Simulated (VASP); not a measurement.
A run of VASP 6.6.1 is set up as follows.

Contents of INCAR:

```
SYSTEM = BeTe
ALGO = Normal ; EDIFF = 1E-6
EDIFFG = -0.015 ; ENCUT = 600
GGA = PS ; IBRION = 2
ISIF = 3 ; ISMEAR = 0
LASPH = .TRUE. ; LCHARG = .FALSE.
LREAL = .FALSE. ; LWAVE = .FALSE.
NELM = 100 ; NSW = 80
PREC = Accurate ; SIGMA = 0.02
```

The input KPOINTS:

```
k-points
0
G
  6 6 6
  0 0 0
```

POSCAR

```
BeTe
1.0
    5.6059105095      0.0000000000      0.0000000000
    0.0000000000     -5.6059105095      0.0000000000
    0.0000000000      0.0000000000     -5.6059105095
Be Te
4 4
Direct
    0.0000000000      0.0000000000      0.0000000000
    0.5000000000      0.5000000000      0.0000000000
    0.5000000000      0.0000000000      0.5000000000
    0.0000000000      0.5000000000      0.5000000000
    0.7500000000      0.7500000000      0.7500000000
    0.2500000000      0.2500000000      0.7500000000
    0.2500000000      0.7500000000      0.2500000000
    0.7500000000      0.2500000000      0.2500000000
```

Potentials or basis: VASP PAW PBE potentials, release 64 (Be, Te).

Run with:

```console
$ cat potpaw_PBE.64/Be/POTCAR potpaw_PBE.64/Te/POTCAR > POTCAR
$ mpirun -np 1 vasp_std > vasp.out
```

Q: What does it give for the relaxed cell?

A: a = 5.614 Å, b = 5.614 Å, c = 5.614 Å, α = 90.00°, β = 90.00°, γ = 90.00°.

Q: Estimate the relaxed volume.

A: 22.11 Å³/atom.

Q: Predict the band gap on the k mesh.

A: 1.83 eV.

Step by step:
| step | energy change (eV) | largest force (eV/Å) | pressure (GPa) | volume (Å³) |
| --- | --- | --- | --- | --- |
| 1 | 0.0000 | 0.0000 | 0.21 | 176.17 |
| 2 | -0.0003 | 0.0000 | -0.05 | 176.92 |

Caveat: the PAW data sets were made with another functional, which shifts forces and pressure a little; spin-orbit coupling is left out, which moves the levels of the heavy elements. A k mesh can miss the band edges.
